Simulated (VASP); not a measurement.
HfO2, 3 atoms in the cell. Symmetry: R3m, No. 160, trigonal system. Conventional cell: a = 3.500 Å, b = 3.500 Å, c = 8.574 Å, α = 90.00°, β = 90.00°, γ = 120.00°. Within 2.6 Å of Hf (site symmetry 3m) lie 8 O at 1.95 to 2.22 Å. Within 2.6 Å of O (site symmetry 3m) lie 4 Hf at 1.95 to 2.22 Å and 6 O at 2.37 to 2.59 Å. O (site symmetry 3m) has 4 Hf at 2.14 Å and 6 O at 2.37 to 2.59 Å within 2.8 Å. 

```yaml
Program: VASP 6.6.1
Task: single point
Functional: PBE
Potentials_or_basis: VASP PAW PBE potentials, release 64 (Hf_pv, O)
Cutoff: 600 eV
k_mesh: 3 × 3 × 3
Occupations: fermi-dirac, width 0.05 eV
Spin: no spin polarisation
Dipole_correction: no
Further_INCAR_settings: ALGO = Normal; EDIFF = 1e-06; NBANDS = 18
```

Potentials or basis: VASP PAW PBE potentials, release 64 (Hf_pv, O).

Run with:

```console
$ cat potpaw_PBE.64/Hf_pv/POTCAR potpaw_PBE.64/O/POTCAR > POTCAR
$ mpirun -np 1 vasp_std > vasp.out
```

Hardware: 1 thread of Intel Xeon 8259CL (shared host).

Estimate the wall time of this run.

It took 12 s on 1 thread of Intel Xeon 8259CL, on a shared host, peak memory 0.15 GiB. Counts: scf iterations 14, k points 6.
